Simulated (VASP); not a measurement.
Here is a VASP 6.6.1 calculation.

File INCAR:

```
SYSTEM = Cu3N
ALGO     = Normal         ! electronic algorithm
EDIFF    = 1E-6           ! SCF threshold, eV
ENCUT    = 600            ! plane-wave cutoff, eV
GGA      = PS             ! functional
GGA_COMPAT= .FALSE.      
ISIF     = 2              ! what is computed and relaxed
ISMEAR   = 0              ! smearing method
LASPH    = .TRUE.         ! aspherical terms in the spheres
LCHARG   = .FALSE.        ! write CHGCAR
LREAL    = .FALSE.        ! projectors in reciprocal space
LWAVE    = .FALSE.        ! write WAVECAR
NBANDS   = 27             ! bands
NELM     = 120            ! most SCF steps
PREC     = Accurate       ! precision mode
SIGMA    = 0.01           ! smearing width, eV
```

The input KPOINTS:

```
k-points
0
G
  10 10 10
  0 0 0
```

POSCAR

```
Cu3N
1.0
    3.7655991249      0.0000000000      0.0000000000
    0.0000000000      3.7655991249      0.0000000000
    0.0000000000      0.0000000000      3.7655991249
Cu N
3 1
Direct
    0.5000000000      0.0000000000      0.0000000000
    0.0000000000      0.5000000000      0.0000000000
    0.0000000000      0.0000000000      0.5000000000
    0.0000000000      0.0000000000      0.0000000000
```

Potentials or basis: VASP PAW PBE potentials, release 64 (Cu, N).

Launch:

```console
$ cat potpaw_PBE.64/Cu/POTCAR potpaw_PBE.64/N/POTCAR > POTCAR
$ mpirun -np 1 vasp_std > vasp.out
```

Q: Estimate the pressure.

A: 0.8 GPa.

Q: Predict the band gap on the k mesh.

A: 0.04 eV, indirect (least direct gap 0.58 eV).

Caveat: the PAW data sets were made with another functional, which shifts forces and pressure a little. A k mesh can miss the band edges.
